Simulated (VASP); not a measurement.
# Cd3O: relaxation of cell and atoms with PBE

The system is Cd3O.

```
CELL_PARAMETERS angstrom
4.26039 0.00000 0.00000
0.00000 4.26039 0.00000
0.00000 0.00000 4.26039
ATOMIC_POSITIONS crystal
Cd 0.00000 0.50000 0.50000
Cd 0.50000 0.00000 0.50000
Cd 0.50000 0.50000 0.00000
O 0.00000 0.00000 0.00000
```

| Quantity | Value |
| --- | --- |
| Program | VASP 6.6.1 |
| Task | relaxation of cell and atoms |
| Functional | PBE |
| Potentials or basis | VASP PAW PBE potentials, release 64 (Cd, O) |
| Cutoff | 600 eV |
| k mesh | 12 × 12 × 12 |
| Occupations | gaussian, width 0.1 eV |
| Spin | no spin polarisation |
| Dipole correction | no |
| Further INCAR settings | ALGO = Normal; EDIFF = 1e-06; IBRION = 2; EDIFFG = -0.01; NSW = 100; ISIF = 3 |

```
Relaxed volume                        : 18.45 Å³/atom
Relaxed cell                          : a = 4.195 Å, b = 4.195 Å, c = 4.195 Å, α = 90.00°, β = 90.00°, γ = 90.00°
Space group after relaxing (to 0.1 Å) : Pm-3m (No. 221)
Energy gained by relaxing             : 7.5 meV/atom
Ionic steps                           : 2
Pressure after relaxing               : 0.0 GPa
Band gap on the k mesh                : zero (bands 21 and 22 overlap by 2.73 eV)
```

The path:
```
step  energy change (eV)  largest force (eV/Å)  pressure (GPa)  volume (Å³)
   1              0.0000                0.0000           -2.65        77.33
   2             -0.0299                0.0000            0.05        73.81
```

Final structure:
```
Cd O
1.0
     4.19473    0.00000    0.00000
     0.00000    4.19473    0.00000
     0.00000    0.00000    4.19473
Cd O
3 1
Direct
  0.00000 0.50000 0.50000
  0.50000 0.00000 0.50000
  0.50000 0.50000 0.00000
  0.00000 0.00000 0.00000
```

Levels at points of the mesh, in eV from the Fermi level:
| k point | band 17 | band 18 | band 19 | band 20 | band 21 | band 22 | band 23 | band 24 | band 25 |
| --- | --- | --- | --- | --- | --- | --- | --- | --- | --- |
| (0.00, 0.00, 0.00) | -6.99 | -2.64 | -2.64 | -2.64 | 2.15 | 2.15 | 2.15 | 2.74 | 2.74 |
| (0.50, 0.00, 0.00) | -6.54 | -3.93 | -1.98 | -1.98 | -0.82 | 2.75 | 2.75 | 3.90 | 5.08 |
| (0.50, 0.50, 0.00) | -4.38 | -4.14 | -4.14 | -1.69 | 0.36 | 0.36 | 0.37 | 5.77 | 5.92 |
| (0.50, 0.50, 0.50) | -3.41 | -3.41 | -3.41 | -2.63 | -0.58 | -0.58 | -0.58 | 2.82 | 2.82 |

Run time: 2.1 min on 1 thread of Intel(R) Xeon(R) 6975P-C (Granite Rapids), on a shared host, peak memory 0.32 GiB.
